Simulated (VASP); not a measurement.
Runs of VASP 6.6.1 on Ta. The structure is that of space group Im-3m (No. 229), or close to it. The cells are those of the table. 

```tsv
task	cell	cutoff (eV)	gap on the mesh (eV)	pressure (GPa)
relaxation of cell and atoms	relaxed to 20 GPa from a = 2.860 Å, angles 109.5°, 1 atom	600	none	19.7
relaxation of cell and atoms	relaxed from a = 2.860 Å, angles 109.5°, 1 atom	600	none	0.0
single point	a = 2.850 Å, angles 109.5°, 1 atom	520	none	5.0
single point	a = 2.791 Å, angles 109.5°, 1 atom	520	none	20.3
single point	a = 2.829 Å, angles 109.5°, 1 atom	520	none	(a)
single point	a = 2.873 Å, angles 109.5°, 1 atom	520	none	0.0
relaxation of cell and atoms	relaxed to 10 GPa from a = 2.860 Å, angles 109.5°, 1 atom	600	none	9.8
relaxation of cell and atoms	relaxed to 5 GPa from a = 2.860 Å, angles 109.5°, 1 atom	600	none	5.0
```

Alike in all rows: level PBE; potentials or basis VASP PAW PBE potentials, release 64 (Ta_pv); no spin polarisation; k mesh 15 × 15 × 15; smearing methfessel-paxton 0.1 eV.

Task: Fill in the values left out.

Result: (a) 10.1.

Caveats: spin-orbit coupling is left out, which moves the levels of the heavy elements; the cell is relaxed towards a set pressure, so the enthalpy falls and the energy may rise (some runs).

A k mesh can miss the band edges, and the runs leave out spin-orbit coupling on Ta.

A gap of «none» marks levels without a gap at the run's occupations.
